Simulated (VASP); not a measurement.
SiC5, 6 atoms in the cell. It takes space group P3m1 (No. 156, trigonal). The conventional cell has a = 2.725 Å, b = 2.725 Å, c = 6.745 Å, α = 90.00°, β = 90.00°, γ = 120.00°. Within 2.2 Å of C (site symmetry 3m) lie 3 C at 1.65 Å and 1 Si at 1.90 Å. Within 2.0 Å of C (site symmetry 3m) lie 4 C at 1.53 to 1.66 Å. C (site symmetry 3m) has 1 C at 1.53 Å and 3 Si at 1.75 Å within 2.0 Å. Within 2.0 Å of C (site symmetry 3m) lie 4 C at 1.53 to 1.65 Å. C (site symmetry 3m) has 4 C at 1.53 to 1.66 Å within 2.0 Å. Within 2.3 Å of Si (site symmetry 3m) lie 4 C at 1.75 to 1.90 Å. 

```yaml
Program: VASP 6.6.1
Task: single point
Functional: r2SCAN
Potentials_or_basis: VASP PAW PBE potentials, release 64 (C, Si)
Cutoff: 520 eV
k_mesh: 9 × 9 × 4
Occupations: gaussian, width 0.01 eV
Spin: no spin polarisation
Dipole_correction: no
Further_INCAR_settings: ALGO = Normal; EDIFF = 1e-07; NBANDS = 21
```

Potentials or basis: VASP PAW PBE potentials, release 64 (C, Si).

Run with:

```console
$ cat potpaw_PBE.64/C/POTCAR potpaw_PBE.64/Si/POTCAR > POTCAR
$ cp INCAR.step1 INCAR
$ mpirun -np 1 vasp_std > vasp.out
$ cp INCAR.step2 INCAR
$ mpirun -np 1 vasp_std > vasp.out
```

Hardware: 1 thread of AMD EPYC 9R45 (Zen 5) (shared host).

Question: How long does it take, and how much memory?

Answer: Wall time 2.9 min on 1 thread of AMD EPYC 9R45 (Zen 5) (shared host), peak memory 0.13 GiB. Counts: k points 43.
